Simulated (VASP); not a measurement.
# Be (Im-3m) in VASP: notebook, part 2 of 2

VASP 6.6.1.

## (3) Electric field gradients, PBE (volume scaled by 1.04)

Contents of INCAR:

```
SYSTEM = Be
  PREC = Accurate
  ENCUT = 520
  EDIFF = 1E-8
  ISMEAR = -1
  SIGMA = 0.03
  LREAL = .False.
  LASPH = .True.
  NELM = 80
  ALGO = Normal
  ISIF = 2
  LWAVE = .False.
  LCHARG = .False.
  GGA = PE
  LEFG = .True.
  NBANDS = 7
```

Contents of KPOINTS:

```
Automatic mesh
0
Gamma
  23 23 23
  0 0 0
```

Contents of POSCAR:

```
Be
1.0
   -1.2696112759      1.2696112759      1.2696112759
    1.2696112759     -1.2696112759      1.2696112759
    1.2696112759      1.2696112759     -1.2696112759
Be
1
Direct
    0.0000000000      0.0000000000      0.0000000000
```

Potentials or basis: VASP PAW PBE potentials, release 64 (Be).

The run is started by

```sh
$ cat potpaw_PBE.64/Be/POTCAR > POTCAR
$ mpirun -np 1 vasp_std > vasp.out
```

OUTCAR:

```text
SYSTEM = Be
   PREC = Accurate
   ENCUT = 520
   EDIFF = 1E-8
   ISMEAR = -1
   LREAL = .False.
   LASPH = .True.
   NELM = 80
   ISIF = 2
   GGA = PE

 ion  position               nearest neighbor table
   1  0.000  0.000  0.000-

  LATTYP: Found a body centered cubic cell.
 ALAT       =     2.5392225518

  Lattice vectors:

 A1 = (  -1.2696112759,   1.2696112759,   1.2696112759)
 A2 = (   1.2696112759,  -1.2696112759,   1.2696112759)
 A3 = (   1.2696112759,   1.2696112759,  -1.2696112759)

Analysis of symmetry for initial positions (statically):
=====================================================================
 Subroutine PRICEL returns:
 Original cell was already a primitive cell.

 Routine SETGRP: Setting up the symmetry group for a
 body centered cubic supercell.

 Subroutine GETGRP returns: Found 48 space group operations
 (whereof 48 operations were pure point group operations)
 out of a pool of 48 trial point group operations.

The static configuration has the point symmetry O_h .

Analysis of symmetry for dynamics (positions and initial velocities):
=====================================================================
 Subroutine PRICEL returns:
 Original cell was already a primitive cell.

 Routine SETGRP: Setting up the symmetry group for a
 body centered cubic supercell.

 Subroutine GETGRP returns: Found 48 space group operations
 (whereof 48 operations were pure point group operations)
 out of a pool of 48 trial point group operations.

The dynamic configuration has the point symmetry O_h .

 Subroutine INISYM returns: Found 48 space group operations
 (whereof 48 operations are pure point group operations),
 and found     1 'primitive' translations

----------------------------------------------------------------------------------------

                                     Primitive cell

  volume of cell :       8.1860

  direct lattice vectors                    reciprocal lattice vectors
    -1.269611276  1.269611276  1.269611276     0.000000000  0.393821329  0.393821329
     1.269611276 -1.269611276  1.269611276     0.393821329  0.000000000  0.393821329
     1.269611276  1.269611276 -1.269611276     0.393821329  0.393821329  0.000000000

  length of vectors
     2.199031236  2.199031236  2.199031236     0.556947465  0.556947465  0.556947465

  position of ions in fractional coordinates (direct lattice)
     0.000000000  0.000000000  0.000000000

  ion indices of the primitive-cell ions
   primitive index   ion index
                 1           1

----------------------------------------------------------------------------------------

 KPOINTS: Automatic mesh

Automatic generation of k-mesh.
 Grid dimensions read from file:
 generate k-points for:   23   23   23

 Generating k-lattice:

  Cartesian coordinates                     Fractional coordinates (reciprocal lattice)
     0.000000000  0.017122666  0.017122666     0.043478261  0.000000000  0.000000000
     0.017122666  0.000000000  0.017122666     0.000000000  0.043478261  0.000000000
[... 61 lines left out ...]
   NSW    =      0    number of steps for IOM
   IBRION =     -1    ionic relax: 0-MD 1-quasi-New 2-CG
   NFREE  =      0    steps in history (QN), initial steepest desc. (CG)
   ISIF   =      2    stress and relaxation
   ISYM   =      2    0-nonsym 1-usesym 2-fastsym
   POTIM  = 0.5000    time-step for ionic-motion
   TEBEG  =    0.0;   TEEND  =   0.0 temperature during run
   PSTRESS=    0.0 pullay stress
   NELECT =       2.0000    total number of electrons
   NUPDOWN=      -1.0000    fix difference up-down
   EMIN   =  10.00;   EMAX   =-10.00  energy-range for DOS
   EFERMI =   0.00;   METHOD = LEGACY
   ISMEAR =    -1;   SIGMA  =   0.03  broadening in eV -4-tet -1-fermi 0-gaus
   EFERMI_NEDOS =   21; number of points for ismear=-14 and -15
   IALGO  =     38    algorithm
   IMIX   =      4    mixing-type and parameters
     AMIX     =   0.40;   BMIX     =  1.00
     AMIX_MAG =   1.60;   BMIX_MAG =  1.00
  volume/ion in A,a.u.               =       8.19        55.24
  Fermi-wavevector in a.u.,A,eV,Ry     =   1.023436  1.934014 14.251034  1.047421
  Thomas-Fermi vector in A             =   2.157169
   LORBIT       =      0    0 simple, 1 ext, 2 COOP (PROOUT), +10 PAW based schemes
   GGA     = PE    functional components
   LHFCALC =     F    Hartree Fock is set to
   AEXX    =    0.0000 exact exchange contribution
   IVDW    =     0    specifies the selected vdW correction
   LEPSILON=     F    determine dielectric tensor
   LRPA    =     F    only Hartree local field effects (RPA)
 non-spin polarized calculation
  energy-cutoff  :      520.00
  volume of cell :        8.19
 maximum number of plane-waves:       236
   NGX =  9   NGY =  9   NGZ =  9

 number of electron       2.0000000 magnetization

 Free energy of the ion-electron system (eV)
  ---------------------------------------------------
  ext. energy  EPLUGINS =         0.00000000
  ---------------------------------------------------
  free energy    TOTEN  =        -3.65966991 eV

  energy without entropy =       -3.65904275  energy(sigma->0) =       -3.65935633

 E-fermi :   7.6324     XC(G=0): -10.4987

 val. band max:        7.5952449785   @ k =   0.3043   0.2609   0.0870
 cond. band min:       7.6625585685   @ k =  -0.4348   0.4348   0.3913
 fundamental gap:      0.0673135900
 Fermi energy:         7.6324206749

 k-point     1 :       0.0000    0.0000    0.0000
  band No.  band energies     occupation
      1      -4.4174      2.00000
      2      26.3098      0.00000
      3      26.3098      0.00000
      4      26.3098      0.00000
      5      37.5210      0.00000
      6      37.5210      0.00000
      7      37.5210      0.00000
[... 221 lines left out ...]
 k-point    24 :       0.0870    0.0870    0.0000
  band No.  band energies     occupation
      1      -3.6319      2.00000
      2      23.2336      0.00000
      3      23.4491      0.00000
      4      25.0524      0.00000
      5      33.0454      0.00000
      6      33.5898      0.00000
      7      37.6965      0.00000

 [... further k-points ...]
[... 5 lines left out ...]
  --------------------------------------------------------------------------------------
  -------------------------------------------------------------------------------------
  Total       -0.2652714     -0.2652714     -0.2652714      0.0000000     -0.0000000      0.0000000
  in kB      -51.9192858    -51.9192858    -51.9192858      0.0000000     -0.0000000      0.0000000
  external PRESSURE =     -51.9192858 kB  Pullay stress =       0.0000000 kB

 VOLUME and BASIS-vectors are now :
 -----------------------------------------------------------------------------
  energy-cutoff  :      520.00
  volume of cell :        8.19
      direct lattice vectors                 reciprocal lattice vectors
    -1.269611276  1.269611276  1.269611276     0.000000000  0.393821329  0.393821329
     1.269611276 -1.269611276  1.269611276     0.393821329  0.000000000  0.393821329
     1.269611276  1.269611276 -1.269611276     0.393821329  0.393821329  0.000000000

 POSITION                                       TOTAL-FORCE (eV/Angst)
 -----------------------------------------------------------------------------------
      0.00000      0.00000      0.00000         0.000000     -0.000000      0.000000
 -----------------------------------------------------------------------------------
    total drift:                                0.000000      0.000000      0.000000

  FREE ENERGIE OF THE ION-ELECTRON SYSTEM (eV)
  ---------------------------------------------------
  free  energy   TOTEN  =        -3.6596699132 eV

  energy  without entropy=       -3.6590427531  energy(sigma->0) =       -3.65935633

 Electric field gradients (V/A^2)
---------------------------------------------------------------------
 ion       V_xx      V_yy      V_zz      V_xy      V_xz      V_yz
---------------------------------------------------------------------
   1       0.000    -0.000    -0.000     0.000     0.000     0.000
---------------------------------------------------------------------

 Electric field gradients after diagonalization (V/A^2)
 (convention: |V_zz| > |V_xx| > |V_yy|)
----------------------------------------------------------------------
 ion       V_xx      V_yy      V_zz     asymmetry (V_yy - V_xx)/ V_zz
----------------------------------------------------------------------
   1      -0.000    -0.000     0.000       0.000
----------------------------------------------------------------------

           NMR quadrupolar parameters

 Cq : quadrupolar parameter    Cq=e*Q*V_zz/h
 eta: asymmetry parameters     (V_yy - V_xx)/ V_zz
 Q  : nuclear electric quadrupole moment in mb (millibarn)
----------------------------------------------------------------------
 ion       Cq(MHz)       eta       Q (mb)
----------------------------------------------------------------------
   1       0.000       0.000       1.000
----------------------------------------------------------------------
```

OSZICAR:

```text
N       E                     dE             d eps       ncg     rms          rms(c)
DAV:   1    -0.247403054438E+01   -0.24740E+01   -0.10841E+03  5488   0.229E+02
DAV:   2    -0.368425383844E+01   -0.12102E+01   -0.11709E+01  7070   0.249E+01
DAV:   3    -0.368629675785E+01   -0.20429E-02   -0.20427E-02  5754   0.915E-01
DAV:   4    -0.368629707193E+01   -0.31407E-06   -0.31478E-06  7707   0.123E-02
DAV:   5    -0.368629707202E+01   -0.89557E-10   -0.43097E-10  5824   0.542E-05    0.754E-01
DAV:   6    -0.366739859792E+01    0.18898E-01   -0.19090E-03  5747   0.415E-01    0.463E-01
DAV:   7    -0.365969518534E+01    0.77034E-02   -0.19414E-03  5397   0.437E-01    0.186E-02
DAV:   8    -0.365966976827E+01    0.25417E-04   -0.86743E-06  5824   0.258E-02    0.597E-03
DAV:   9    -0.365967006971E+01   -0.30145E-06   -0.86034E-07  6132   0.659E-03    0.243E-04
DAV:  10    -0.365967000800E+01    0.61714E-07   -0.13888E-09  5733   0.388E-04    0.165E-04
DAV:  11    -0.365966991240E+01    0.95598E-07   -0.26307E-09  4620   0.461E-04    0.435E-06
DAV:  12    -0.365966991322E+01   -0.81679E-09   -0.31197E-11  2786   0.318E-05
   1 F= -.36596699E+01 E0= -.36593563E+01  d E =-.627160E-03
```

It took 19 s on 1 thread of AMD EPYC 7R43 (Zen 3), shared host; peak memory 0.08 GiB.

What came out:

| Item | Value |
| --- | --- |
| Free energy | -3.6597 eV |
| Pressure | -5.2 GPa |
| Band gap on the k mesh | zero (band 1 reaches 11.02 eV, above the bottom of band 2 at 6.33 eV) |

Caveat: without QUAD_EFG the Cq values of the log hold for a quadrupole moment of 1 mb, not for the nuclei.
